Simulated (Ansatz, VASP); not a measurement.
W in VASP and in Ansatz

INCAR

```
PREC = Accurate
ENCUT = 500
EDIFF = 1E-6
ISMEAR = -1
SIGMA = 0.05
LREAL = False
LASPH = True
NELM = 120
ALGO = Normal
ISIF = 2
LWAVE = False
LCHARG = False
GGA = PS
NBANDS = 13
GGA_COMPAT = False
```

Contents of KPOINTS:

```
Automatic mesh
0
Gamma
  19 19 19
```

File POSCAR:

```
W
1.0
   -1.5767711598      1.5767711598      1.5767711598
    1.5767711598     -1.5767711598      1.5767711598
    1.5767711598      1.5767711598     -1.5767711598
W
1
Direct
    0.0000000000      0.0000000000      0.0000000000
```

Input for Ansatz:

```yaml
crystal:
  lattice:
    - [-1.5767711598, 1.5767711598, 1.5767711598]
    - [1.5767711598, -1.5767711598, 1.5767711598]
    - [1.5767711598, 1.5767711598, -1.5767711598]
  atoms:
    - { symbol: W, position: [0.0, 0.0, 0.0] }
kpoints:
  mp_grid: { grid: [19, 19, 19] }
scf:
  occupations: { method: fermi_dirac, width: 0.05 }
hamiltonian:
  xc: pbesol
  pseudopotentials: { kind: all_electron, datasets: crystal }
output:
  forces: true
  stress: true
  eigenvalues: true
```

Change from the starting cell: volume scaled by 1, crystal datasets.

Alike in both runs: task single point; functional PBEsol; k mesh 19 × 19 × 19; occupations fermi-dirac, width 0.05 eV; no spin polarisation.

|  | VASP | Ansatz |
| --- | --- | --- |
| version | VASP 6.6.1 | Ansatz 0.2.0 |
| potentials or method | VASP PAW PBE potentials, release 64 (W_sv), cutoff 500 eV | all-electron PAW with datasets made for the crystal, scalar-relativistic |

VASP gave:

| Item | Value |
| --- | --- |
| pressure (GPa) | 0.6 |

Problem. Which values does Ansatz return?

Solution. Pressure (GPa): 0.0.

VASP's potentials were made for PBE, not for PBEsol. Ansatz ran all-electron here, and VASP with PAW potentials.

Neither program's run includes spin-orbit coupling.
